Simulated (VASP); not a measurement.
# Mg7Te (P6_3/mmc) in VASP: further runs

Runs on Mg7Te. Level: PBE. Tasks: relaxation of cell and atoms, single point.

Everything below comes from runs of VASP 6.6.1. Logs are shortened: lines on timing, memory, paths and dates and some standing lists are left out, and cuts for length are marked.

### 1 The cell of the first run

The structure is hexagonal, space group P6_3/mmc (No. 194). The conventional cell has a = 5.930 Å, b = 5.930 Å, c = 9.610 Å, α = 90.00°, β = 90.00°, γ = 120.00°. Within 3.9 Å of Mg (site symmetry 2/m) lie 10 Mg at 2.95 to 2.96 Å and 2 Te at 2.96 Å. Mg (site symmetry mm2) has 2 Te at 2.95 Å and 10 Mg at 2.95 to 2.97 Å within 3.9 Å. Within 3.9 Å of Mg (site symmetry -6m2) lie 12 Mg at 2.95 to 2.97 Å. Te (site symmetry -3m) has 12 Mg at 2.95 to 2.96 Å within 3.9 Å.

### 2 Relaxation of cell and atoms, PBE

Input file INCAR:

```
SYSTEM = Mg7Te
PREC = Accurate
ENCUT = 600
EDIFF = 1E-6
ISMEAR = 0
SIGMA = 0.2
LREAL = Auto
LASPH = .True.
NELM = 100
ALGO = Normal
ISIF = 3
LWAVE = .False.
LCHARG = .False.
GGA = PE
IBRION = 2
NSW = 36
EDIFFG = -0.08
```

Input file KPOINTS:

```
Automatic mesh
0
Gamma
  3 3 2
  0 0 0
```

Input file POSCAR:

```
Mg7Te
1.0
    5.9300000000      0.0000000000      0.0000000000
   -2.9650000000      5.1355306400      0.0000000000
    0.0000000000      0.0000000000      9.6100000000
Mg Te
14 2
Direct
    0.5000000000      0.5000000000      0.0000000000
    0.8333500000      0.6667000000      0.7500000000
    0.8333500000      0.1666500000      0.7500000000
    0.1666500000      0.8333500000      0.2500000000
    0.6667000000      0.8333500000      0.2500000000
    0.5000000000      0.0000000000      0.5000000000
    0.6666666700      0.3333333300      0.2500000000
    0.5000000000      0.0000000000      0.0000000000
    0.5000000000      0.5000000000      0.5000000000
    0.0000000000      0.5000000000      0.5000000000
    0.1666500000      0.3333000000      0.2500000000
    0.0000000000      0.5000000000      0.0000000000
    0.3333000000      0.1666500000      0.7500000000
    0.3333333300      0.6666666700      0.7500000000
    0.0000000000      0.0000000000      0.5000000000
    0.0000000000      0.0000000000      0.0000000000
```

Potentials or basis: VASP PAW PBE potentials, release 64 (Mg, Te).

Started as:

```bash
cat potpaw_PBE.64/Mg/POTCAR potpaw_PBE.64/Te/POTCAR > POTCAR
mpirun -np 1 vasp_std > vasp.out
```

OUTCAR:

```text
SYSTEM = Mg7Te
   PREC = Accurate
   ENCUT = 600
   EDIFF = 1E-6
   ISMEAR = 0
   LREAL = Auto
   LASPH = .True.
   NELM = 100
   ISIF = 3
   GGA = PE
   IBRION = 2
   NSW = 36
   EDIFFG = -0.08

 ion  position               nearest neighbor table
   1  0.500  0.500  0.000-   7 2.95  14 2.95  13 2.95   5 2.95   2 2.95  11 2.95   8 2.96  16 2.96
                             8 2.96  16 2.96  12 2.96  12 2.96
   2  0.833  0.667  0.750-  15 2.95  16 2.95  10 2.95  12 2.95   1 2.95   9 2.95   3 2.96  13 2.96
                            14 2.96  14 2.97   3 2.97  13 2.97
   3  0.833  0.167  0.750-  15 2.95  16 2.95  10 2.95  12 2.95   6 2.95   8 2.95   2 2.96  13 2.96
                            14 2.97  14 2.97   2 2.97  13 2.97
   4  0.167  0.833  0.250-  15 2.95  16 2.95  10 2.95  12 2.95   6 2.95   8 2.95  11 2.96   5 2.96
                             7 2.97   7 2.97  11 2.97   5 2.97
   5  0.667  0.833  0.250-  15 2.95  16 2.95   1 2.95   9 2.95   8 2.95   6 2.95  11 2.96   4 2.96
                             7 2.96   7 2.97  11 2.97   4 2.97
   6  0.500  0.000  0.500-   7 2.95  14 2.95  13 2.95   5 2.95   3 2.95   4 2.95   9 2.96  10 2.96
                             9 2.96  10 2.96  15 2.96  15 2.96
   7  0.667  0.333  0.250-   6 2.95   8 2.95  10 2.95  12 2.95   1 2.95   9 2.95   5 2.96  11 2.96
                             4 2.97   4 2.97   5 2.97  11 2.97
   8  0.500  0.000  0.000-   7 2.95  14 2.95  13 2.95   5 2.95   3 2.95   4 2.95   1 2.96  12 2.96
                             1 2.96  12 2.96  16 2.96  16 2.96
   9  0.500  0.500  0.500-   7 2.95  14 2.95  13 2.95   5 2.95   2 2.95  11 2.95   6 2.96  15 2.96
                             6 2.96  15 2.96  10 2.96  10 2.96
  10  0.000  0.500  0.500-   7 2.95  14 2.95   3 2.95   4 2.95  11 2.95   2 2.95   6 2.96  15 2.96
                            15 2.96   6 2.96   9 2.96   9 2.96
  11  0.167  0.333  0.250-  15 2.95  16 2.95  10 2.95  12 2.95   1 2.95   9 2.95   5 2.96   4 2.96
                             7 2.96   7 2.97   4 2.97   5 2.97
  12  0.000  0.500  0.000-   7 2.95  14 2.95   3 2.95   4 2.95  11 2.95   2 2.95   8 2.96  16 2.96
                            16 2.96   8 2.96   1 2.96   1 2.96
  13  0.333  0.167  0.750-  15 2.95  16 2.95   1 2.95   9 2.95   8 2.95   6 2.95   2 2.96   3 2.96
                            14 2.96  14 2.97   2 2.97   3 2.97
  14  0.333  0.667  0.750-   6 2.95   8 2.95  10 2.95  12 2.95   1 2.95   9 2.95  13 2.96   2 2.96
                             3 2.97   3 2.97  13 2.97   2 2.97
  15  0.000  0.000  0.500-   2 2.95  11 2.95   4 2.95   3 2.95   5 2.95  13 2.95   9 2.96  10 2.96
                            10 2.96   9 2.96   6 2.96   6 2.96
  16  0.000  0.000  0.000-   2 2.95  11 2.95   4 2.95   3 2.95   5 2.95  13 2.95  12 2.96   1 2.96
                            12 2.96   1 2.96   8 2.96   8 2.96

  LATTYP: Found a hexagonal cell.
 ALAT       =     5.9300000000
 C/A-ratio  =     1.6205733558

  Lattice vectors:

 A1 = (   5.9300000000,   0.0000000000,   0.0000000000)
 A2 = (  -2.9650000000,   5.1355306400,   0.0000000000)
 A3 = (   0.0000000000,   0.0000000000,   9.6100000000)

Analysis of symmetry for initial positions (statically):
=====================================================================
 Subroutine PRICEL returns:
 Original cell was already a primitive cell.

 Routine SETGRP: Setting up the symmetry group for a
 hexagonal supercell.

 Subroutine GETGRP returns: Found 24 space group operations
 (whereof 12 operations were pure point group operations)
 out of a pool of 24 trial point group operations.

The static configuration has the point symmetry D_3d.
 The point group associated with its full space group is D_6h.

Analysis of symmetry for dynamics (positions and initial velocities):
=====================================================================
 Subroutine PRICEL returns:
 Original cell was already a primitive cell.

 Routine SETGRP: Setting up the symmetry group for a
 hexagonal supercell.

 Subroutine GETGRP returns: Found 24 space group operations
 (whereof 12 operations were pure point group operations)
 out of a pool of 24 trial point group operations.

The dynamic configuration has the point symmetry D_3d.
 The point group associated with its full space group is D_6h.

 Subroutine INISYM returns: Found 24 space group operations
 (whereof 12 operations are pure point group operations),
 and found     1 'primitive' translations

----------------------------------------------------------------------------------------

                                     Primitive cell

  volume of cell :     292.6600

  direct lattice vectors                    reciprocal lattice vectors
     5.930000000  0.000000000  0.000000000     0.168634064  0.097360922  0.000000000
    -2.965000000  5.135530640  0.000000000     0.000000000  0.194721845  0.000000000
     0.000000000  0.000000000  9.610000000     0.000000000  0.000000000  0.104058273

  length of vectors
     5.930000000  5.929999996  9.610000000     0.194721845  0.194721845  0.104058273

  position of ions in fractional coordinates (direct lattice)
     0.500000000  0.500000000  0.000000000
     0.833350000  0.666700000  0.750000000
     0.833350000  0.166650000  0.750000000
     0.166650000  0.833350000  0.250000000
     0.666700000  0.833350000  0.250000000
     0.500000000  0.000000000  0.500000000
[... 8 lines left out ...]
     0.000000000  0.000000000  0.500000000
     0.000000000  0.000000000  0.000000000

  ion indices of the primitive-cell ions
   primitive index   ion index
                 1           1
                 2           2
                 3           3
                 4           4
                 5           5
                 6           6
[... 8 lines left out ...]
                15          15
                16          16

----------------------------------------------------------------------------------------

 KPOINTS: Automatic mesh

Automatic generation of k-mesh.
 Grid dimensions read from file:
 generate k-points for:    3    3    2

 Generating k-lattice:

  Cartesian coordinates                     Fractional coordinates (reciprocal lattice)
     0.056211355  0.032453641  0.000000000     0.333333333  0.000000000  0.000000000
     0.000000000  0.064907282  0.000000000     0.000000000  0.333333333  0.000000000
     0.000000000  0.000000000  0.052029136     0.000000000  0.000000000  0.500000000

  Length of vectors
     0.064907282  0.064907282  0.052029136

  Shift w.r.t. Gamma in fractional coordinates (k-lattice)
     0.000000000  0.000000000  0.000000000

 Subroutine IBZKPT returns following result:
 ===========================================

 Found      6 irreducible k-points:

 Following reciprocal coordinates:
            Coordinates               Weight
  0.000000  0.000000  0.000000      1.000000
  0.333333 -0.000000  0.000000      6.000000
  0.333333  0.333333  0.000000      2.000000
  0.000000  0.000000  0.500000      1.000000
  0.333333 -0.000000  0.500000      6.000000
  0.333333  0.333333  0.500000      2.000000
   k-points           NKPTS =      6   k-points in BZ     NKDIM =      6   number of bands    NBANDS=     29
   number of dos      NEDOS =    301   number of ions     NIONS =     16
   total plane-waves  NPLWV = 184320
   dimension x,y,z NGX =    48 NGY =   48 NGZ =   80
   dimension x,y,z NGXF=    96 NGYF=   96 NGZF=  160
   ions per type =              14   2
   NGX,Y,Z   is equivalent  to a cutoff of  13.46, 13.46, 13.84 a.u.
   NGXF,Y,Z  is equivalent  to a cutoff of  26.91, 26.91, 27.68 a.u.
 SYSTEM =  Mg7Te
   PREC   = accura    normal or accurate (medium, high low for compatibility)
   ISTART =      0    job   : 0-new  1-cont  2-samecut
   ICHARG =      2    charge: 1-file 2-atom 10-const
   ISPIN  =      1    spin polarized calculation?
   LNONCOLLINEAR =      F non collinear calculations
   LSORBIT =      F    spin-orbit coupling
   LASPH  =      T    aspherical Exc in radial PAW
   ENCUT  =  600.0 eV  44.10 Ry    6.64 a.u.  11.84 11.84 19.19*2*pi/ulx,y,z
   NELM   =    100;   NELMIN=  2; NELMDL= -5     # of ELM steps
   EDIFF  = 0.1E-05   stopping-criterion for ELM
   LREAL  =      T    real-space projection
   EDIFFG = -.8E-01   stopping-criterion for IOM
   NSW    =     36    number of steps for IOM
   IBRION =      2    ionic relax: 0-MD 1-quasi-New 2-CG
   NFREE  =      1    steps in history (QN), initial steepest desc. (CG)
   ISIF   =      3    stress and relaxation
   ISYM   =      2    0-nonsym 1-usesym 2-fastsym
   POTIM  = 0.5000    time-step for ionic-motion
   TEBEG  =    0.0;   TEEND  =   0.0 temperature during run
   PSTRESS=    0.0 pullay stress
   NELECT =      40.0000    total number of electrons
   NUPDOWN=      -1.0000    fix difference up-down
   EMIN   =  10.00;   EMAX   =-10.00  energy-range for DOS
   EFERMI =   0.00;   METHOD = LEGACY
   ISMEAR =     0;   SIGMA  =   0.20  broadening in eV -4-tet -1-fermi 0-gaus
   EFERMI_NEDOS =   21; number of points for ismear=-14 and -15
   IALGO  =     38    algorithm
   IMIX   =      4    mixing-type and parameters
     AMIX     =   0.40;   BMIX     =  1.00
     AMIX_MAG =   1.60;   BMIX_MAG =  1.00
  volume/ion in A,a.u.               =      18.29       123.44
  Fermi-wavevector in a.u.,A,eV,Ry     =   0.843284  1.593575  9.675475  0.711127
  Thomas-Fermi vector in A             =   1.958126
   LORBIT       =      0    0 simple, 1 ext, 2 COOP (PROOUT), +10 PAW based schemes
   GGA     = PE    functional components
   LHFCALC =     F    Hartree Fock is set to
   AEXX    =    0.0000 exact exchange contribution
   IVDW    =     0    specifies the selected vdW correction
   LEPSILON=     F    determine dielectric tensor
   LRPA    =     F    only Hartree local field effects (RPA)
 conjugate gradient relaxation of ions
 non-spin polarized calculation
 Gauss-broadening in eV      SIGMA  =   0.20
  energy-cutoff  :      600.00
  volume of cell :      292.66
 maximum number of plane-waves:      9825
 NGX is ok and might be reduce to    48
   NGX = 23   NGY = 23   NGZ = 39

--------------------------------------- Ionic step        1  -------------------------------------------

 number of electron      40.0000000 magnetization

 Free energy of the ion-electron system (eV)
  ---------------------------------------------------
  ext. energy  EPLUGINS =         0.00000000
  ---------------------------------------------------
  free energy    TOTEN  =       -25.43743767 eV

  energy without entropy =      -25.29063234  energy(sigma->0) =      -25.36403501

 E-fermi :   5.5664     XC(G=0):  -9.6044

 val. band max:        5.4821563329   @ k =   0.3333  -0.0000   0.5000
 cond. band min:       5.6496808372   @ k =   0.3333  -0.0000   0.5000
 fundamental gap:      0.1675245043
 Fermi energy:         5.5664234134

 k-point     1 :       0.0000    0.0000    0.0000
  band No.  band energies     occupation
      1      -7.6519      2.00000
      2      -7.3973      2.00000
      3      -2.0146      2.00000
      4      -0.8336      2.00000
      5       0.0029      2.00000
      6       0.0029      2.00000
[... 324 lines left out ...]
  FREE ENERGIE OF THE ION-ELECTRON SYSTEM (eV)
  ---------------------------------------------------
  free  energy   TOTEN  =       -28.8299276103 eV

  energy  without entropy=      -28.6514252339  energy(sigma->0) =      -28.74067642

[... ionic steps 4 to 7 ...]

--------------------------------------- Ionic step        8  -------------------------------------------

 number of electron      39.9999998 magnetization

------------------------ aborting loop because EDIFF is reached ----------------------------------------
[... 95 lines left out ...]
--------------------------------------- Ionic step       10  -------------------------------------------

 number of electron      39.9999999 magnetization

 Free energy of the ion-electron system (eV)
  ---------------------------------------------------
  ext. energy  EPLUGINS =         0.00000000
  ---------------------------------------------------
  free energy    TOTEN  =       -29.08429333 eV

  energy without entropy =      -29.04002316  energy(sigma->0) =      -29.06215824

 E-fermi :   3.5492     XC(G=0):  -8.6857

 val. band max:        3.5371282908   @ k =   0.0000   0.0000   0.5000
 cond. band min:       3.8284829340   @ k =   0.3333   0.3333   0.5000
 fundamental gap:      0.2913546432
 Fermi energy:         3.5491569316

 k-point     1 :       0.0000    0.0000    0.0000
  band No.  band energies     occupation
      1      -8.2866      2.00000
      2      -8.2061      2.00000
      3      -2.5981      2.00000
      4      -2.1162      2.00000
      5      -0.7063      2.00000
      6      -0.7063      2.00000
[... 224 lines left out ...]
  FREE ENERGIE OF THE ION-ELECTRON SYSTEM (eV)
  ---------------------------------------------------
  free  energy   TOTEN  =       -29.0842933295 eV

  energy  without entropy=      -29.0400231590  energy(sigma->0) =      -29.06215824

 reached required accuracy - stopping structural energy minimisation
```

Wall time 21 min (1 thread of Intel Xeon 8259CL, shared host); peak memory 0.5 GiB.

Results:

| Property | Result |
| --- | --- |
| Free energy | -29.0843 eV |
| Relaxed volume | 23.79 Å³/atom |
| Relaxed cell | a = 6.267 Å, b = 6.267 Å, c = 11.193 Å, α = 90.00°, β = 90.00°, γ = 120.00° |
| Space group after relaxing (to 0.1 Å) | P6_3/mmc (No. 194) |
| Energy gained by relaxing | 227.9 meV/atom |
| Ionic steps | 10 |
| Pressure after relaxing | -0.1 GPa |
| Largest force after relaxing | 0.050 eV/Å |
| Band gap on the k mesh | zero (bands 20 and 21 overlap by 1.04 eV) |

Forces in eV/Å, atoms in the order of the input:
```
Mg   0.000  0.000  0.000
Mg   0.000  0.050  0.000
Mg   0.043 -0.025  0.000
Mg  -0.043  0.025  0.000
Mg   0.043  0.025  0.000
Mg   0.000  0.000  0.000
Mg   0.000  0.000  0.000
Mg   0.000  0.000  0.000
Mg   0.000  0.000  0.000
Mg   0.000  0.000  0.000
Mg   0.000 -0.050  0.000
Mg   0.000  0.000  0.000
Mg  -0.043 -0.025  0.000
Mg   0.000  0.000  0.000
Te   0.000  0.000  0.000
Te   0.000  0.000  0.000
```

The path:
| step | energy change (eV) | largest force (eV/Å) | pressure (GPa) | volume (Å³) |
| --- | --- | --- | --- | --- |
| 1 | 0.0000 | 0.4549 | 15.60 | 292.66 |
| 2 | -3.3894 | 0.0561 | 0.21 | 374.76 |
| 3 | -3.3925 | 0.0485 | -0.17 | 378.59 |
| 4 | -3.3921 | 0.0528 | 0.02 | 376.73 |
| 5 | -3.4905 | 0.0285 | 0.03 | 377.12 |
| 6 | -3.6287 | 0.1938 | 0.17 | 377.59 |
| 7 | -3.6320 | 0.1761 | 0.13 | 377.58 |
| 8 | -3.6329 | 0.1820 | 0.14 | 377.59 |
| 9 | -3.6444 | 0.1053 | -0.03 | 379.37 |
| 10 | -3.6469 | 0.0501 | -0.15 | 380.71 |

Final structure:
```yaml
crystal:
  lattice:
    - [6.26700, 0.00000, 0.00000]
    - [-3.13350, 5.42738, 0.00000]
    - [0.00000, 0.00000, 11.19294]
  atoms:
    - { symbol: Mg, position: [0.50000, 0.50000, 0.00000] }
    - { symbol: Mg, position: [0.83241, 0.66482, 0.75000] }
    - { symbol: Mg, position: [0.83241, 0.16759, 0.75000] }
    - { symbol: Mg, position: [0.16759, 0.83241, 0.25000] }
    - { symbol: Mg, position: [0.66482, 0.83241, 0.25000] }
    - { symbol: Mg, position: [0.50000, 0.00000, 0.50000] }
    - { symbol: Mg, position: [0.66667, 0.33333, 0.25000] }
    - { symbol: Mg, position: [0.50000, 0.00000, 0.00000] }
    - { symbol: Mg, position: [0.50000, 0.50000, 0.50000] }
    - { symbol: Mg, position: [0.00000, 0.50000, 0.50000] }
    - { symbol: Mg, position: [0.16759, 0.33518, 0.25000] }
    - { symbol: Mg, position: [0.00000, 0.50000, 0.00000] }
    - { symbol: Mg, position: [0.33518, 0.16759, 0.75000] }
    - { symbol: Mg, position: [0.33333, 0.66667, 0.75000] }
    - { symbol: Te, position: [0.00000, 0.00000, 0.50000] }
    - { symbol: Te, position: [0.00000, 0.00000, 0.00000] }
```

Caveat: the k points lie up to 0.39 Å⁻¹ apart in the final cell, too coarse for converged energies and pressures of a metal; the volume moved by over 15 % at a fixed basis, so the end points are rough; spin-orbit coupling is left out, which moves the levels of the heavy elements; the relaxation stopped at a loose force limit of 0.08 eV/Å, so its end isn't a converged minimum.

(Continued in part 2 of 2.)

The gap in the log of VASP goes by the Fermi energy; the results here count the filled bands.